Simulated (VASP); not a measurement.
The system is Zn.

```xyz
2
Lattice="2.6144 0.0000 0.0000 -1.3072 2.2641 0.0000 0.0000 0.0000 4.8732" Properties=species:S:1:pos:R:3 pbc="T T T"
Zn    0.0000    1.5094    1.2183
Zn    1.3072    0.7547    3.6549
```

| Property | Result |
| --- | --- |
| Program | VASP 6.6.1 |
| Task | relaxation of cell and atoms |
| Functional | PBE |
| Potentials or basis | VASP PAW PBE potentials, release 64 (Zn) |
| Cutoff | 600 eV |
| k mesh | 18 × 18 × 10 |
| Occupations | gaussian, width 0.1 eV |
| Spin | no spin polarisation |

At the start: pressure 4.8 GPa; volume 14.42 Å³/atom.

Task: Where does the relaxation end?

Result: Over 9 steps the energy falls by 13.0 meV/atom and the volume is 15.30 Å³/atom (+6.1 %); space group P6_3/mmc (No. 194, to 0.1 Å) before and after.

The path:
| step | energy change (eV) | largest force (eV/Å) | pressure (GPa) | volume (Å³) |
| --- | --- | --- | --- | --- |
| 1 | 0.0000 | 0.0000 | 4.75 | 28.85 |
| 2 | -0.0211 | 0.0000 | -0.50 | 30.67 |
| 3 | -0.0214 | 0.0000 | -0.20 | 30.45 |
| 4 | -0.0214 | 0.0000 | -0.12 | 30.42 |
| 5 | -0.0240 | 0.0000 | 0.13 | 30.48 |
| 6 | -0.0260 | 0.0000 | 0.32 | 30.58 |
| 7 | -0.0261 | 0.0000 | 0.33 | 30.61 |
| 8 | -0.0261 | 0.0000 | 0.18 | 30.60 |
| 9 | -0.0261 | 0.0000 | 0.01 | 30.59 |

Final structure:
```
CELL_PARAMETERS angstrom
2.63759 0.00000 0.00000
-1.31879 2.28422 0.00000
0.00000 0.00000 5.07769
ATOMIC_POSITIONS crystal
Zn 0.33333 0.66667 0.25000
Zn 0.66667 0.33333 0.75000
```
